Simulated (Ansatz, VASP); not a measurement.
Two plane-wave programs on Ta

```
Ta
1.0
     2.96696    0.00000    0.00000
    -1.48348    2.56946    0.00000
     0.00000    0.00000    4.80647
Ta
2
Direct
  0.27333 0.63667 0.20500
  0.72667 0.36333 0.79500
```

Change from the starting cell: shortest bond scaled by 0.82, PAW files.

Alike in both runs: task electric field gradients; functional LDA; k mesh 12 × 12 × 6; occupations fermi-dirac, width 0.05 eV; no spin polarisation.

|  | VASP | Ansatz |
| --- | --- | --- |
| version | VASP 6.6.1 | Ansatz 0.2.0 |
| potentials or method | VASP PAW LDA potentials, release 64 (Ta_pv) | PAW with Ansatz's default frozen-core files, scalar-relativistic |
| plane-wave cutoff (eV) | 520 | 420 |
| valence electrons in the cell | 22 | 26 |

|  | VASP | Ansatz | Ansatz less VASP |
| --- | --- | --- | --- |
| pressure (GPa) | 9.1 | 8.2 | -0.94 |
| traceless stress, the component that is largest in VASP (GPa) | 3.84 | 3.84 | +0.006 |
| rms of the force components (eV/Å) | 2.430 | 2.390 | -0.0393 |
| size of Vzz on the site where it differs most (V/Å²) | 207.3 | 207.7 | +0.40 |

LDA's correlation is that of Perdew and Zunger in VASP and of Perdew and Wang (1992) in Ansatz. Atom by atom the forces differ by 0.039 eV/Å (rms over components). VASP's potentials hold 22 valence electrons a cell and Ansatz's 26, so a difference there can come from the potentials and not from the codes.

Spin-orbit coupling is off throughout.
